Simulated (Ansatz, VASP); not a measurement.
## Two plane-wave programs on Nb

```
Nb
1.0
    -1.63883    1.63883    1.63883
     1.63883   -1.63883    1.63883
     1.63883    1.63883   -1.63883
Nb
1
Direct
  0.00000 0.00000 0.00000
```

Alike in both runs: task single point; functional PBE; k mesh 18 × 18 × 18; occupations gaussian, width 0.1 eV; no spin polarisation.

|  | VASP | Ansatz |
| --- | --- | --- |
| version | VASP 6.6.1 | Ansatz 0.2.0 |
| potentials or method | VASP PAW PBE potentials, release 64 (Nb_sv), cutoff 520 eV | scalar-relativistic, plane waves, PAW |
| valence electrons in the cell | 13 | 13 |

```csv
,VASP,Ansatz,Ansatz less VASP
gap on the k mesh at the Fermi level (eV),none,none,-
pressure (GPa),5.0,5.4,+0.43
```

A gap of «none» marks a metal or a gap that the smearing closes.
